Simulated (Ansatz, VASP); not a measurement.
FeNi: VASP beside Ansatz

File INCAR:

```
SYSTEM = FeNi
PREC = Accurate
ENCUT = 520
EDIFF = 1E-6
ISMEAR = 0
SIGMA = 0.05
LREAL = .False.
LASPH = .True.
NELM = 150
ALGO = Fast
ISIF = 2
LWAVE = .False.
LCHARG = .True.
ISPIN = 2
MAGMOM = 2.54 0.67
LORBIT = 11
LMAXMIX = 4
LELF = .True.
LVHAR = .True.
NBANDS = 20
```

The input KPOINTS:

```
Automatic mesh
0
Gamma
  14 14 8
  0 0 0
```

The input POSCAR:

```
FeNi
1.0
    1.4923394209     -2.0575901748      0.0000000000
    1.4923394209      2.0575901748      0.0000000000
    0.0000000000      0.0000000000      4.1013309293
Fe Ni
1 1
Direct
    0.0000000000      0.0000000000      0.0000000000
    0.5000000000      0.5000000000      0.5000000000
```

Input for Ansatz:

```yaml
crystal:
  lattice:
    - [1.4923394209, -2.0575901748, 0.0]
    - [1.4923394209, 2.0575901748, 0.0]
    - [0.0, 0.0, 4.1013309293]
  atoms:
    - { symbol: Fe, position: [0.0, 0.0, 0.0], spin: 2.54 }
    - { symbol: Ni, position: [0.5, 0.5, 0.5], spin: 0.67 }
magnetization:
  spin_polarized: true
basis:
  ecutwfc: 500
  fft_grid_basis: typed
kpoints:
  mp_grid: { grid: [14, 14, 8] }
hamiltonian:
  xc: lda
  pseudopotentials: { kind: paw }
scf:
  occupations: { method: gaussian, width: 0.05 }
output:
  forces: true
  stress: true
  eigenvalues: true
  bader: true
  write_density: true
  volumetric_format: npy
  populations: true
  elf: true
```

Alike in both runs: task single point; functional LDA; k mesh 14 × 14 × 8; occupations gaussian, width 0.05 eV; collinear spin.

```csv
,VASP,Ansatz
version,VASP 6.6.1,Ansatz 0.2.0
potentials or method,"VASP PAW LDA potentials, release 64 (Fe, Ni), cutoff 520 eV","scalar-relativistic, plane waves, PAW"
valence electrons in the cell,18,34
```

Ansatz gave:

| Quantity | Value |
| --- | --- |
| gap on the k mesh at the Fermi level (eV) | none |
| net moment per atom (μB) | 1.70 |
| size of the moment on the site where the two differ most (μB) | 2.75 |

Problem. What did VASP give for the same quantities?

Solution. gap on the k mesh at the Fermi level (eV): none; net moment per atom (μB): 1.65; size of the moment on the site where the two differ most (μB): 2.67.

LDA's correlation is that of Perdew and Zunger in VASP and of Perdew and Wang (1992) in Ansatz. Site moments also hang on the region over which each program counts them. A gap of «none» marks a metal or a gap that the smearing closes. VASP's potentials hold 18 valence electrons a cell and Ansatz's 34, so a difference there can come from the potentials and not from the codes.
